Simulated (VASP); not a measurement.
The system is Zn.

```
CELL_PARAMETERS angstrom
-1.56904 1.56904 1.56904
1.56904 -1.56904 1.56904
1.56904 1.56904 -1.56904
ATOMIC_POSITIONS crystal
Zn 0.00000 0.00000 0.00000
```

* Program: VASP 6.6.1
* Task: relaxation of cell and atoms
* Functional: revPBE
* Dispersion: D4
* Potentials or basis: VASP PAW PBE potentials, release 64 (Zn)
* Cutoff: 600 eV
* k mesh: 12 × 12 × 12
* Occupations: fermi-dirac, width 0.05 eV
* Spin: no spin polarisation

At the start: pressure -3.5 GPa; volume 15.45 Å³/atom.

Question: Where does the relaxation end?

Answer: Over 4 steps the energy falls by 9.9 meV/atom and the volume is 14.61 Å³/atom (-5.5 %); space group Im-3m (No. 229, to 0.05 Å).

Step by step:
| step | energy change (eV) | largest force (eV/Å) | pressure (GPa) | volume (Å³) |
| --- | --- | --- | --- | --- |
| 1 | 0.0000 | 0.0000 | -3.45 | 15.45 |
| 2 | -0.0097 | 0.0000 | -0.69 | 14.72 |
| 3 | -0.0099 | 0.0000 | 0.25 | 14.57 |
| 4 | -0.0099 | 0.0000 | -0.03 | 14.61 |

Final structure:
```cif
data_structure
_symmetry_space_group_name_H-M 'P 1'
_symmetry_Int_Tables_number 1
_cell_length_a 2.6672
_cell_length_b 2.6672
_cell_length_c 2.6672
_cell_angle_alpha 109.471
_cell_angle_beta 109.471
_cell_angle_gamma 109.471
_cell_volume 14.61
loop_
_atom_site_label
_atom_site_type_symbol
_atom_site_fract_x
_atom_site_fract_y
_atom_site_fract_z
_atom_site_occupancy
Zn1 Zn 0.00000 0.00000 0.00000 1
```

Caveat: the PAW data sets were made with another functional, which shifts forces and pressure a little; pairwise dispersion overbinds metals, which lowers pressure and volume.
